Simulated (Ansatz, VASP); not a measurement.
Two plane-wave programs on Fe

```
CELL_PARAMETERS angstrom
-1.37485 1.37485 1.37485
1.37485 -1.37485 1.37485
1.37485 1.37485 -1.37485
ATOMIC_POSITIONS crystal
Fe 0.00000 0.00000 0.00000
```

Alike in both runs: task single point; functional LDA; k mesh 22 × 22 × 22; occupations gaussian, width 0.05 eV; no spin polarisation.

|  | VASP | Ansatz |
| --- | --- | --- |
| version | VASP 6.6.1 | Ansatz 0.2.0 |
| potentials or method | VASP PAW LDA potentials, release 64 (Fe), cutoff 520 eV | scalar-relativistic, plane waves, PAW |
| valence electrons in the cell | 8 | 16 |

|  | VASP | Ansatz | Ansatz less VASP |
| --- | --- | --- | --- |
| gap on the k mesh at the Fermi level (eV) | none | none | - |
| pressure (GPa) | -16.8 | -16.7 | +0.17 |

LDA's correlation is that of Perdew and Zunger in VASP and of Perdew and Wang (1992) in Ansatz. A gap of «none» marks a metal or a gap that the smearing closes. VASP's potentials hold 8 valence electrons a cell and Ansatz's 16, so a difference there can come from the potentials and not from the codes.
